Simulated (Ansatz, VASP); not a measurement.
## NaCl: VASP beside Ansatz

```
Cl Na
1.0
     0.00000    2.79406    2.79406
     2.79406    0.00000    2.79406
     2.79406    2.79406    0.00000
Cl Na
1 1
Direct
  0.50000 0.50000 0.50000
  0.00000 0.00000 0.00000
```

Alike in both runs: task relaxation of cell and atoms; functional PBEsol; k mesh 8 × 8 × 8; occupations fermi-dirac, width 0.05 eV; no spin polarisation.

|  | VASP | Ansatz |
| --- | --- | --- |
| version | VASP 6.6.1 | Ansatz 0.2.0 |
| potentials or method | VASP PAW PBE potentials, release 64 (Cl, Na_pv), cutoff 600 eV | all-electron LAPW, scalar-relativistic |

```tsv
	VASP	Ansatz	Ansatz less VASP
relaxed volume (Å³/atom)	21.92	21.98	+0.060
relaxed length of the cell vector where the two differ most in proportion (Å)	3.958	3.961	+0.0036
```

VASP's potentials were made for PBE, not for PBEsol. Ansatz ran all-electron here, and VASP with PAW potentials.
